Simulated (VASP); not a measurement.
## CoSi: single point with PBE

CoSi:

```
Co Si
1.0
     2.63467    0.00000    0.00000
     0.00000    2.63467    0.00000
     0.00000    0.00000    2.63467
Co Si
1 1
Direct
  0.00000 0.00000 0.00000
  0.50000 0.50000 0.50000
```

```yaml
Program: VASP 6.6.1
Task: single point
Functional: PBE
Potentials_or_basis: VASP PAW PBE potentials, release 64 (Co, Si)
Cutoff: 520 eV
k_mesh: 14 × 14 × 14
Occupations: fermi-dirac, width 0.03 eV
Spin: no spin polarisation
Dipole_correction: no
Further_INCAR_settings: ALGO = Normal; EDIFF = 1e-06; NBANDS = 14
```

```yaml
Pressure: 49.6 GPa
Band_gap_on_the_k_mesh: zero (an odd number of electrons rules out a gap without spin polarisation)
```

Levels at points of the mesh, in eV from the Fermi level:
```tsv
k point	band 4	band 5	band 6	band 7	band 8	band 9	band 10	band 11
(0.00, 0.00, 0.00)	-1.56	-1.56	-1.56	3.56	3.56	3.56	8.07	8.07
(0.50, 0.00, 0.00)	-3.14	-3.14	-1.35	-0.18	6.46	9.72	9.72	10.13
(0.50, 0.50, 0.00)	-4.79	-2.63	-2.63	-0.57	2.43	2.45	9.58	14.87
(0.50, 0.50, 0.50)	-0.55	-0.51	-0.51	1.12	1.12	1.12	4.42	4.42
```

It took 19 s on 1 thread of Intel(R) Xeon(R) Platinum 8259CL CPU @ 2.50GHz (Skylake/Cascade Lake), with other jobs on the host, peak memory 0.15 GiB.

Caveat: the cell stands under pressure; the run has no spin polarisation, though such a crystal can be magnetic. Spin polarisation is off, so any magnetic state and its effect on volume and gap are missing.
